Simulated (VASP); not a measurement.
# Be (P6_3/mmc) in VASP: single point with PBE

Aim: the single point of Be with PBE.

Everything below comes from runs of VASP 6.6.1. Logs are shortened: lines on timing, memory, paths and dates and some standing lists are left out, and cuts for length are marked.

## (1) The cell of the first run

The structure is hexagonal, space group P6_3/mmc (No. 194). The conventional cell has a = 2.254 Å, b = 2.254 Å, c = 3.601 Å, α = 90.00°, β = 90.00°, γ = 120.00°. Within 2.9 Å of Be (site symmetry -6m2) lie 12 Be at 2.22 to 2.25 Å.

## (2) Single point, PBE (x and y stretched by -2 %, z held)

INCAR reads:

```
SYSTEM = Be
PREC     = Accurate       ! precision mode
ENCUT    = 520            ! plane-wave cutoff, eV
EDIFF    = 1E-6           ! SCF threshold, eV
ISMEAR   = -1             ! smearing method
SIGMA    = 0.05           ! smearing width, eV
LREAL    = .FALSE.        ! projectors in reciprocal space
LASPH    = .TRUE.         ! aspherical terms in the spheres
NELM     = 80             ! most SCF steps
ALGO     = Normal         ! electronic algorithm
ISIF     = 2              ! what is computed and relaxed
LWAVE    = .FALSE.        ! write WAVECAR
LCHARG   = .FALSE.        ! write CHGCAR
GGA      = PE             ! functional
NBANDS   = 9              ! bands
```

KPOINTS reads:

```
regular mesh
0
G
  16 16 9
  0 0 0
```

POSCAR reads:

```
Be
1.0
    2.2535119452      0.0000000000      0.0000000000
   -1.1267559726      1.9515985923      0.0000000000
    0.0000000000      0.0000000000      3.6009000000
Be
2
Direct
    0.3333333333      0.6666666667      0.2500000000
    0.6666666667      0.3333333333      0.7500000000
```

Potentials or basis: VASP PAW PBE potentials, release 64 (Be).

On the command line:

```
> cat potpaw_PBE.64/Be/POTCAR > POTCAR
> mpirun -np 1 vasp_std > vasp.out
```

OUTCAR:

```text
SYSTEM = Be
   PREC = Accurate
   ENCUT = 520
   EDIFF = 1E-6
   ISMEAR = -1
   LREAL = .FALSE.
   LASPH = .TRUE.
   NELM = 80
   ISIF = 2
   GGA = PE

 ion  position               nearest neighbor table
   1  0.333  0.667  0.250-   2 2.22   2 2.22   2 2.22   2 2.22   2 2.22   2 2.22
   2  0.667  0.333  0.750-   1 2.22   1 2.22   1 2.22   1 2.22   1 2.22   1 2.22

  LATTYP: Found a hexagonal cell.
 ALAT       =     2.2535119452
 C/A-ratio  =     1.5979058854

  Lattice vectors:

 A1 = (   2.2535119452,   0.0000000000,   0.0000000000)
 A2 = (  -1.1267559726,   1.9515985923,   0.0000000000)
 A3 = (   0.0000000000,   0.0000000000,   3.6009000000)

Analysis of symmetry for initial positions (statically):
=====================================================================
 Subroutine PRICEL returns:
 Original cell was already a primitive cell.

 Routine SETGRP: Setting up the symmetry group for a
 hexagonal supercell.

 Subroutine GETGRP returns: Found 24 space group operations
 (whereof 12 operations were pure point group operations)
 out of a pool of 24 trial point group operations.

The static configuration has the point symmetry D_3d.
 The point group associated with its full space group is D_6h.

Analysis of symmetry for dynamics (positions and initial velocities):
=====================================================================
 Subroutine PRICEL returns:
 Original cell was already a primitive cell.

 Routine SETGRP: Setting up the symmetry group for a
 hexagonal supercell.

 Subroutine GETGRP returns: Found 24 space group operations
 (whereof 12 operations were pure point group operations)
 out of a pool of 24 trial point group operations.

The dynamic configuration has the point symmetry D_3d.
 The point group associated with its full space group is D_6h.

 Subroutine INISYM returns: Found 24 space group operations
 (whereof 12 operations are pure point group operations),
 and found     1 'primitive' translations

----------------------------------------------------------------------------------------

                                     Primitive cell

  volume of cell :      15.8366

[... 82 lines left out ...]
   ISPIN  =      1    spin polarized calculation?
   LNONCOLLINEAR =      F non collinear calculations
   LSORBIT =      F    spin-orbit coupling
   LASPH  =      T    aspherical Exc in radial PAW
   ENCUT  =  520.0 eV  38.22 Ry    6.18 a.u.   4.19  4.19  6.70*2*pi/ulx,y,z
   NELM   =     80;   NELMIN=  2; NELMDL= -5     # of ELM steps
   EDIFF  = 0.1E-05   stopping-criterion for ELM
   LREAL  =      F    real-space projection
   EDIFFG = 0.1E-04   stopping-criterion for IOM
   NSW    =      0    number of steps for IOM
   IBRION =     -1    ionic relax: 0-MD 1-quasi-New 2-CG
   NFREE  =      0    steps in history (QN), initial steepest desc. (CG)
   ISIF   =      2    stress and relaxation
   ISYM   =      2    0-nonsym 1-usesym 2-fastsym
   POTIM  = 0.5000    time-step for ionic-motion
   TEBEG  =    0.0;   TEEND  =   0.0 temperature during run
   PSTRESS=    0.0 pullay stress
   NELECT =       4.0000    total number of electrons
   NUPDOWN=      -1.0000    fix difference up-down
   EMIN   =  10.00;   EMAX   =-10.00  energy-range for DOS
   EFERMI =   0.00;   METHOD = LEGACY
   ISMEAR =    -1;   SIGMA  =   0.05  broadening in eV -4-tet -1-fermi 0-gaus
   EFERMI_NEDOS =   21; number of points for ismear=-14 and -15
   IALGO  =     38    algorithm
   IMIX   =      4    mixing-type and parameters
     AMIX     =   0.40;   BMIX     =  1.00
     AMIX_MAG =   1.60;   BMIX_MAG =  1.00
  volume/ion in A,a.u.               =       7.92        53.44
  Fermi-wavevector in a.u.,A,eV,Ry     =   1.034843  1.955569 14.570472  1.070899
  Thomas-Fermi vector in A             =   2.169157
   LORBIT       =      0    0 simple, 1 ext, 2 COOP (PROOUT), +10 PAW based schemes
   GGA     = PE    functional components
   LHFCALC =     F    Hartree Fock is set to
   AEXX    =    0.0000 exact exchange contribution
   IVDW    =     0    specifies the selected vdW correction
   LEPSILON=     F    determine dielectric tensor
   LRPA    =     F    only Hartree local field effects (RPA)
 non-spin polarized calculation
  energy-cutoff  :      520.00
  volume of cell :       15.84
 maximum number of plane-waves:       446
 NGX is ok and might be reduce to    18
   NGX =  9   NGY =  9   NGZ = 13

 number of electron       4.0000000 magnetization

 Free energy of the ion-electron system (eV)
  ---------------------------------------------------
  ext. energy  EPLUGINS =         0.00000000
  ---------------------------------------------------
  free energy    TOTEN  =        -7.53524996 eV

  energy without entropy =       -7.53420016  energy(sigma->0) =       -7.53472506

 E-fermi :   6.9681     XC(G=0): -10.6011

 val. band max:        6.7487335352   @ k =   0.3125   0.3125   0.3333
 cond. band min:       6.9866022388   @ k =   0.3125   0.0625   0.0000
 fundamental gap:      0.2378687036
 Fermi energy:         6.9681453505

 k-point     1 :       0.0000    0.0000    0.0000
  band No.  band energies     occupation
      1      -4.3309      2.00000
      2       2.4424      2.00000
      3       7.8699      0.00000
      4      23.2864      0.00000
      5      23.2864      0.00000
      6      26.0501      0.00000
      7      26.0501      0.00000
      8      27.5798      0.00000
      9      34.2754      0.00000
[... 265 lines left out ...]
 k-point    24 :       0.2500    0.1875    0.0000
  band No.  band energies     occupation
      1      -0.1201      2.00000
      2       7.8523      0.00000
      3       8.0048      0.00000
      4      10.9989      0.00000
      5      14.6391      0.00000
      6      18.9568      0.00000
      7      21.6502      0.00000
      8      22.7780      0.00000
      9      24.0786      0.00000

 [... further k-points ...]
[... 5 lines left out ...]
  --------------------------------------------------------------------------------------
  -------------------------------------------------------------------------------------
  Total        0.1967617      0.1967617     -0.4335047     -0.0000000      0.0000000      0.0000000
  in kB       19.9062621     19.9062621    -43.8574045     -0.0000000      0.0000000      0.0000000
  external PRESSURE =      -1.3482934 kB  Pullay stress =       0.0000000 kB

 VOLUME and BASIS-vectors are now :
 -----------------------------------------------------------------------------
  energy-cutoff  :      520.00
  volume of cell :       15.84
      direct lattice vectors                 reciprocal lattice vectors
     2.253511945  0.000000000  0.000000000     0.443751808  0.256200226  0.000000000
    -1.126755973  1.951598592  0.000000000     0.000000000  0.512400452  0.000000000
     0.000000000  0.000000000  3.600900000     0.000000000  0.000000000  0.277708351

 POSITION                                       TOTAL-FORCE (eV/Angst)
 -----------------------------------------------------------------------------------
     -0.00000      1.30107      0.90023        -0.000000      0.000000      0.000000
      1.12676      0.65053      2.70068         0.000000     -0.000000      0.000000
 -----------------------------------------------------------------------------------
    total drift:                                0.000000     -0.000000      0.000000

  FREE ENERGIE OF THE ION-ELECTRON SYSTEM (eV)
  ---------------------------------------------------
  free  energy   TOTEN  =        -7.5352499616 eV

  energy  without entropy=       -7.5342001561  energy(sigma->0) =       -7.53472506
```

OSZICAR:

```text
N       E                     dE             d eps       ncg     rms          rms(c)
DAV:   1    -0.272987671363E+01   -0.27299E+01   -0.16969E+03  2740   0.359E+02
DAV:   2    -0.755039013085E+01   -0.48205E+01   -0.47283E+01  4060   0.549E+01
DAV:   3    -0.759867141679E+01   -0.48281E-01   -0.48047E-01  3091   0.375E+00
DAV:   4    -0.759873321584E+01   -0.61799E-04   -0.61796E-04  3373   0.141E-01
DAV:   5    -0.759873324941E+01   -0.33572E-07   -0.33632E-07  3015   0.321E-03    0.120E+00
DAV:   6    -0.755337376255E+01    0.45359E-01   -0.57707E-03  2967   0.766E-01    0.737E-01
DAV:   7    -0.753527529871E+01    0.18098E-01   -0.62320E-03  2908   0.799E-01    0.267E-02
DAV:   8    -0.753525090915E+01    0.24390E-04   -0.14804E-05  2951   0.322E-02    0.941E-03
DAV:   9    -0.753524996162E+01    0.94753E-06   -0.28071E-06  3018   0.143E-02
   1 F= -.75352500E+01 E0= -.75347251E+01  d E =-.104981E-02
```

stdout:

```text
POSCAR found type information on POSCAR Be
 POSCAR found :  1 types and       2 ions
 scaLAPACK will be used
 LDA part: xc-table for (Slater+PW92), standard interpolation
 POSCAR, INCAR and KPOINTS ok, starting setup
 FFT: planning ... GRIDC
 FFT: planning ... GRID_SOFT
 FFT: planning ... GRID
 WAVECAR not read
 entering main loop
```

Run time: 6.9 s. Hardware: 1 thread of Intel Xeon 6975P-C (Granite Rapids), shared host; peak memory 0.13 GiB.

What came out:

```yaml
Free_energy: -7.5352 eV
Pressure: -0.1 GPa
Band_gap_on_the_k_mesh: zero (band 2 reaches 7.85 eV, above the bottom of band 3 at 6.44 eV)
```

Stress tensor (GPa, compression positive):
```
 1.99  0.00  0.00
 0.00  1.99  0.00
 0.00  0.00 -4.39
```

Caveat: the cell differs from its parent crystal (x and y stretched by -2 %, z held).
